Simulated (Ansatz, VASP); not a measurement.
# Sn4Se5 in VASP and in Ansatz

```
Se Sn
1.0
     4.20411    0.00000    0.00000
    -2.10205    3.64087    0.00000
     0.00000    0.00000   28.73057
Se Sn
5 4
Direct
  0.33333 0.66667 0.26105
  0.00000 0.00000 0.38052
  0.66667 0.33333 0.50000
  0.33333 0.66667 0.61948
  0.00000 0.00000 0.73895
  0.66667 0.33333 0.32078
  0.33333 0.66667 0.44026
  0.00000 0.00000 0.55974
  0.66667 0.33333 0.67922
```

Alike in both runs: task single point; functional PBEsol; k mesh 9 × 9 × 1; occupations gaussian, width 0.05 eV; no spin polarisation.

|  | VASP | Ansatz |
| --- | --- | --- |
| version | VASP 6.6.1 | Ansatz 0.2.0 |
| potentials or method | VASP PAW PBE potentials, release 64 (Se, Sn_d), cutoff 520 eV | scalar-relativistic, plane waves, PAW |
| valence electrons in the cell | 86 | 136 |

|  | VASP | Ansatz | Ansatz less VASP |
| --- | --- | --- | --- |
| gap on the k mesh at the Fermi level (eV) | none | none | - |
| rms of the force components (eV/Å) | 0.715 | 0.717 | +0.0016 |

VASP's potentials were made for PBE, not for PBEsol. A gap of «none» marks a metal or a gap that the smearing closes. VASP's potentials hold 86 valence electrons a cell and Ansatz's 136, so a difference there can come from the potentials and not from the codes.
